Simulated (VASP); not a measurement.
# AlN (P6_3mc) in VASP: G0W0 quasiparticle levels with PBEsol

Aim: the G0W0 quasiparticle levels of AlN with PBEsol.

Program: VASP 6.6.1. These are calculated values, not measurements. Logs are shortened: lines on timing, memory, paths and dates and some standing lists are left out, and cuts for length are marked.

## (1) The cell of the first run

Symmetry: P6_3mc, No. 186, hexagonal system. The conventional cell has a = 3.113 Å, b = 3.113 Å, c = 4.981 Å, α = 90.00°, β = 90.00°, γ = 120.00°. Al (site symmetry 3m) has 4 N at 1.89 Å within 2.5 Å. N (site symmetry 3m) has 4 Al at 1.89 Å within 2.5 Å.

## (2) G0W0 quasiparticle levels, PBEsol

Contents of POSCAR:

```
AlN
1.0
    3.1130000000      0.0000000000      0.0000000000
   -1.5565000000      2.6959370820      0.0000000000
    0.0000000000      0.0000000000      4.9810000000
Al N
2 2
Direct
    0.3333333333      0.6666666667      0.0000000000
    0.6666666667      0.3333333333      0.5000000000
    0.3333333333      0.6666666667      0.3800000000
    0.6666666667      0.3333333333      0.8800000000
```

Contents of INCAR.step1:

```
PREC = Accurate
ENCUT = 500
EDIFF = 1E-8
ISMEAR = 0
SIGMA = 0.01
LREAL = F
LASPH = T
NELM = 60
ALGO = Normal
LWAVE = T
LCHARG = F
GGA = PS
```

Contents of INCAR.step2:

```
PREC = Accurate
ENCUT = 500
EDIFF = 1E-8
ISMEAR = 0
SIGMA = 0.01
LREAL = F
LASPH = T
NELM = 1
ALGO = Exact
LWAVE = T
LCHARG = F
GGA = PS
NBANDS = 76
LOPTICS = T
ISTART = 1
```

Contents of INCAR.step3:

```
PREC = Accurate
ENCUT = 500
EDIFF = 1E-8
ISMEAR = 0
SIGMA = 0.01
LREAL = F
LASPH = T
ALGO = EVGW0
LWAVE = F
LCHARG = F
GGA = PS
NELMGW = 1
NBANDS = 76
ENCUTGW = 80.0
NOMEGA = 48
PRECFOCK = Fast
ISTART = 1
NBANDSGW = 16
```

Contents of KPOINTS:

```
Automatic mesh
0
Gamma
  4 4 4
```

Potentials or basis: VASP PAW PBE potentials, release 64 (Al_GW, N_GW).

Started as:

```console
$ cat potpaw_PBE.64/Al_GW/POTCAR potpaw_PBE.64/N_GW/POTCAR > POTCAR
$ cp INCAR.step1 INCAR
$ mpirun -np 1 vasp_std > vasp.out
$ cp INCAR.step2 INCAR
$ mpirun -np 1 vasp_std > vasp.out
$ cp INCAR.step3 INCAR
$ mpirun -np 1 vasp_std > vasp.out
```

OUTCAR:

```text
PREC = Accurate
   ENCUT = 500
   EDIFF = 1E-8
   ISMEAR = 0
   LREAL = F
   LASPH = T
   GGA = PS
   NELMGW = 1
   ENCUTGW = 80.0
   PRECFOCK = Fast
   ISTART = 1

 ion  position               nearest neighbor table
   1  0.333  0.667  0.000-   3 1.89   4 1.89   4 1.89   4 1.89
   2  0.667  0.333  0.500-   4 1.89   3 1.89   3 1.89   3 1.89
   3  0.333  0.667  0.380-   1 1.89   2 1.89   2 1.89   2 1.89
   4  0.667  0.333  0.880-   2 1.89   1 1.89   1 1.89   1 1.89

  LATTYP: Found a hexagonal cell.
 ALAT       =     3.1130000000
 C/A-ratio  =     1.6000642467

  Lattice vectors:

 A1 = (   3.1130000000,   0.0000000000,   0.0000000000)
 A2 = (  -1.5565000000,   2.6959370820,   0.0000000000)
 A3 = (   0.0000000000,   0.0000000000,   4.9810000000)

Analysis of symmetry for initial positions (statically):
=====================================================================
 Subroutine PRICEL returns:
 Original cell was already a primitive cell.

 Routine SETGRP: Setting up the symmetry group for a
 hexagonal supercell.

 Subroutine GETGRP returns: Found 12 space group operations
 (whereof  6 operations were pure point group operations)
 out of a pool of 24 trial point group operations.

The static configuration has the point symmetry C_3v.
 The point group associated with its full space group is C_6v.

Analysis of symmetry for dynamics (positions and initial velocities):
=====================================================================
 Subroutine PRICEL returns:
 Original cell was already a primitive cell.

 Routine SETGRP: Setting up the symmetry group for a
 hexagonal supercell.

 Subroutine GETGRP returns: Found 12 space group operations
 (whereof  6 operations were pure point group operations)
 out of a pool of 24 trial point group operations.

The dynamic configuration has the point symmetry C_3v.
 The point group associated with its full space group is C_6v.

 Subroutine INISYM returns: Found 12 space group operations
 (whereof  6 operations are pure point group operations),
 and found     1 'primitive' translations

----------------------------------------------------------------------------------------

                                     Primitive cell

  volume of cell :      41.8028

  direct lattice vectors                    reciprocal lattice vectors
     3.113000000  0.000000000  0.000000000     0.321233537  0.185464269  0.000000000
    -1.556500000  2.695937082  0.000000000     0.000000000  0.370928538  0.000000000
     0.000000000  0.000000000  4.981000000     0.000000000  0.000000000  0.200762899

  length of vectors
     3.113000000  3.113000000  4.981000000     0.370928538  0.370928538  0.200762899

  position of ions in fractional coordinates (direct lattice)
     0.333333333  0.666666667  0.000000000
     0.666666667  0.333333333  0.500000000
     0.333333333  0.666666667  0.380000000
     0.666666667  0.333333333  0.880000000

  ion indices of the primitive-cell ions
   primitive index   ion index
                 1           1
                 2           2
                 3           3
                 4           4

----------------------------------------------------------------------------------------

 KPOINTS: Automatic mesh

Automatic generation of k-mesh.
 Grid dimensions read from file:
 generate k-points for:    4    4    4

 Generating k-lattice:

  Cartesian coordinates                     Fractional coordinates (reciprocal lattice)
     0.080308384  0.046366067  0.000000000     0.250000000  0.000000000  0.000000000
     0.000000000  0.092732134  0.000000000     0.000000000  0.250000000  0.000000000
     0.000000000  0.000000000  0.050190725     0.000000000  0.000000000  0.250000000

  Length of vectors
     0.092732134  0.092732134  0.050190725

  Shift w.r.t. Gamma in fractional coordinates (k-lattice)
     0.000000000  0.000000000  0.000000000

 Subroutine IBZKPT returns following result:
 ===========================================

 Found     12 irreducible k-points:

 Following reciprocal coordinates:
            Coordinates               Weight
  0.000000  0.000000  0.000000      1.000000
  0.250000  0.000000  0.000000      6.000000
  0.500000  0.000000  0.000000      3.000000
  0.250000  0.250000  0.000000      6.000000
  0.000000  0.000000  0.250000      2.000000
  0.250000  0.000000  0.250000     12.000000
  0.500000  0.000000  0.250000      6.000000
  0.250000  0.250000  0.250000     12.000000
  0.000000  0.000000  0.500000      1.000000
  0.250000  0.000000  0.500000      6.000000
  0.500000  0.000000  0.500000      3.000000
  0.250000  0.250000  0.500000      6.000000
   k-points           NKPTS =     12   k-points in BZ     NKDIM =     64   number of bands    NBANDS=     76
   number of dos      NEDOS =    301   number of ions     NIONS =      4
   total plane-waves  NPLWV =  20736
   dimension x,y,z NGX =    24 NGY =   24 NGZ =   36
   dimension x,y,z NGXF=    48 NGYF=   48 NGZF=   72
   ions per type =               2   2
   NGX,Y,Z   is equivalent  to a cutoff of  12.82, 12.82, 12.02 a.u.
   NGXF,Y,Z  is equivalent  to a cutoff of  25.63, 25.63, 24.03 a.u.
 SYSTEM =  unknown system
   PREC   = accura    normal or accurate (medium, high low for compatibility)
   ISTART =      1    job   : 0-new  1-cont  2-samecut
   ICHARG =      0    charge: 1-file 2-atom 10-const
   ISPIN  =      1    spin polarized calculation?
   LNONCOLLINEAR =      F non collinear calculations
   LSORBIT =      F    spin-orbit coupling
   LASPH  =      T    aspherical Exc in radial PAW
   ENCUT  =  500.0 eV  36.75 Ry    6.06 a.u.   5.68  5.68  9.08*2*pi/ulx,y,z
   NELM   =     60;   NELMIN=  2; NELMDL=  0     # of ELM steps
   EDIFF  = 0.1E-07   stopping-criterion for ELM
   LREAL  =      F    real-space projection
   EDIFFG = 0.1E-06   stopping-criterion for IOM
   NSW    =      0    number of steps for IOM
   IBRION =     -1    ionic relax: 0-MD 1-quasi-New 2-CG
   NFREE  =      0    steps in history (QN), initial steepest desc. (CG)
   ISIF   =      0    stress and relaxation
   ISYM   =      3    0-nonsym 1-usesym 2-fastsym
   POTIM  = 0.5000    time-step for ionic-motion
   TEBEG  =    0.0;   TEEND  =   0.0 temperature during run
   PSTRESS=    0.0 pullay stress
   NELECT =      16.0000    total number of electrons
   NUPDOWN=      -1.0000    fix difference up-down
   EMIN   =  10.00;   EMAX   =-10.00  energy-range for DOS
   EFERMI =   0.00;   METHOD = LEGACY
   ISMEAR =     0;   SIGMA  =   0.01  broadening in eV -4-tet -1-fermi 0-gaus
   EFERMI_NEDOS =   21; number of points for ismear=-14 and -15
   IALGO  =     38    algorithm
   IMIX   =      4    mixing-type and parameters
     AMIX     =   0.40;   BMIX     =  1.00
     AMIX_MAG =   1.60;   BMIX_MAG =  1.00
  volume/ion in A,a.u.               =      10.45        70.52
  Fermi-wavevector in a.u.,A,eV,Ry     =   1.188629  2.246183 19.222843  1.412839
  Thomas-Fermi vector in A             =   2.324754
   LORBIT       =      0    0 simple, 1 ext, 2 COOP (PROOUT), +10 PAW based schemes
   GGA     = PS    functional components
   LHFCALC =     T    Hartree Fock is set to
   PRECFOCK=fast      Normal, Fast or Accurate (Low or Medium for compatibility)
   ENCUT4O =  -1.0   cutoff for four orbital integrals eV
   NKREDX  =     1    reduce k-point grid by
   NKREDY  =     1    reduce k-point grid by
   NKREDZ  =     1    reduce k-point grid by
   AEXX    =    1.0000 exact exchange contribution
   HFSCREEN=    0.0000 screening length (either q_TF or 0.3 A-1)
   HFSCREENC=   0.0000 screening length for correlation (either q_TF or 0.3 A-1)
   ENCUTFOCK=  -1.0 apply spherical cutoff to Coloumb kernel
   IVDW    =     0    specifies the selected vdW correction
   LEPSILON=     F    determine dielectric tensor
   LRPA    =     F    only Hartree local field effects (RPA)
   LRPAFORCE           =     F    calculate RPA forces
   ENCUTGW             =  80.0    cutoff for response function in eV
   ENCUTGWSOFT         =  64.0    soft cutoff for Coulomb kernel in GW response function in eV
   ENCUTLF             =  -1.0    cutoff for local field effects
   NELMGW              =     1    number of iterations in solving QP/BSE equation
   NELMHF              =     1    number of iterations in the inner HF iteration
   NKREDLFX            =     1    NKREDLFY  =   1   NKREDLFZ  =   1
 non-spin polarized calculation
 Gauss-broadening in eV      SIGMA  =   0.01
  energy-cutoff  :      500.00
  volume of cell :       41.80
 maximum number of plane-waves:      1087
 NGX is ok and might be reduce to    24
  NGX = 14; NGY = 14; NGZ = 24
   NGX = 11   NGY = 11   NGZ = 19
 maximum number of plane-waves:        70
 NGX is ok and might be reduce to    10

 QP shifts <psi_nk| G(iteration)W_0 |psi_nk>: iteration 1
 for sc-GW calculations column KS-energies equals QP-energies in previous step
 and V_xc(KS)=  KS-energies - (<T + V_ion + V_H > + <T+V_H+V_ion>^1  + <V_x>^1)

 k-point   1 :       0.0000    0.0000    0.0000
  band No.  KS-energies  QP-energies   sigma(KS)   V_xc(KS)     V^pw_x(r,r')   Z            occupation Imag(sigma)

      1     -10.1252     -11.4222     -16.4985     -14.6930     -24.6707       0.7184       2.0000       1.2474
      2      -7.9363      -9.1261     -17.8493     -16.1942     -25.7697       0.7188       2.0000       0.9618
      3      -1.0279      -2.0445     -14.0940     -12.6983     -18.4696       0.7284       2.0000       0.2208
      4       4.1849       3.5554     -17.0424     -16.2321     -20.6136       0.7768       2.0000       0.0872
      5       4.1849       3.5554     -17.0424     -16.2321     -20.6136       0.7768       2.0000       0.0872
      6       4.8433       4.3156     -17.3609     -16.6857     -20.8152       0.7815       2.0000       0.0806
[... 8 lines left out ...]
     15      18.0772      19.3918      -9.0183     -10.6724      -4.0135       0.7948       0.0000      -0.1663
     16      18.0772      19.3918      -9.0183     -10.6724      -4.0135       0.7948       0.0000      -0.1663

 k-point   2 :       0.2500    0.0000    0.0000
  band No.  KS-energies  QP-energies   sigma(KS)   V_xc(KS)     V^pw_x(r,r')   Z            occupation Imag(sigma)

      1      -9.3680     -10.6260     -16.8285     -15.0889     -24.8970       0.7232       2.0000       1.1535
      2      -7.5623      -8.7384     -18.1158     -16.4851     -25.9907       0.7212       2.0000       0.9098
      3      -0.1074      -1.0941     -14.4054     -13.0720     -18.5221       0.7400       2.0000       0.1749
      4       1.5553       0.6546     -15.2938     -14.1088     -19.0634       0.7600       2.0000       0.1244
      5       2.5687       1.7814     -16.0301     -15.0089     -19.6337       0.7709       2.0000       0.1051
      6       3.4653       2.7301     -16.5287     -15.5778     -20.1600       0.7731       2.0000       0.0955
[... 8 lines left out ...]
     15      17.0590      18.4656     -10.2281     -12.0291      -5.2377       0.7810       0.0000      -0.1615
     16      18.2018      19.4578      -9.3326     -10.9262      -4.1678       0.7882       0.0000      -0.2133
[... 168 lines left out ...]
      5       3.5713       2.8495     -16.5771     -15.6445     -20.1808       0.7740       2.0000       0.0937
      6       3.5713       2.8495     -16.5771     -15.6445     -20.1808       0.7740       2.0000       0.0937
[... 8 lines left out ...]
     15      18.1727      19.4661      -9.6072     -11.2546      -4.4180       0.7851       0.0000      -0.2182
     16      18.1727      19.4661      -9.6072     -11.2546      -4.4180       0.7851       0.0000      -0.2182

 k-point  12 :       0.2500    0.2500    0.5000
  band No.  KS-energies  QP-energies   sigma(KS)   V_xc(KS)     V^pw_x(r,r')   Z            occupation Imag(sigma)

      1      -7.7749      -8.9577     -17.9263     -16.2855     -25.8168       0.7209       2.0000       0.9364
      2      -7.7749      -8.9577     -17.9263     -16.2855     -25.8168       0.7209       2.0000       0.9364
      3       0.0503      -0.9306     -14.7630     -13.4399     -18.9056       0.7413       2.0000       0.1681
      4       0.0503      -0.9306     -14.7630     -13.4399     -18.9056       0.7413       2.0000       0.1681
      5       2.0354       1.1546     -15.2993     -14.1494     -18.9358       0.7660       2.0000       0.1137
      6       2.0354       1.1546     -15.2993     -14.1494     -18.9358       0.7660       2.0000       0.1137
[... 8 lines left out ...]
     15      18.0489      19.1998      -8.8795     -10.3234      -3.9199       0.7971       0.0000      -0.1813
     16      18.0489      19.1998      -8.8795     -10.3234      -3.9199       0.7971       0.0000      -0.1813
```

Wall time 1.8 min (1 thread of Intel Xeon Platinum 8559C (Emerald Rapids), shared host); peak memory 0.49 GiB.

Results:

```yaml
Quasiparticle_gap: 5.54 eV
Least_direct_quasiparticle_gap: 5.54 eV
Band_gap_of_the_starting_levels_on_the_mesh: 4.14 eV
Least_direct_gap_of_the_starting_levels_on_the_mesh: 4.14 eV
```

Caveat: the k points lie up to 0.58 Å⁻¹ apart; bands, screening cutoff and mesh are small and nothing is extrapolated, so the quasiparticle values aren't converged.
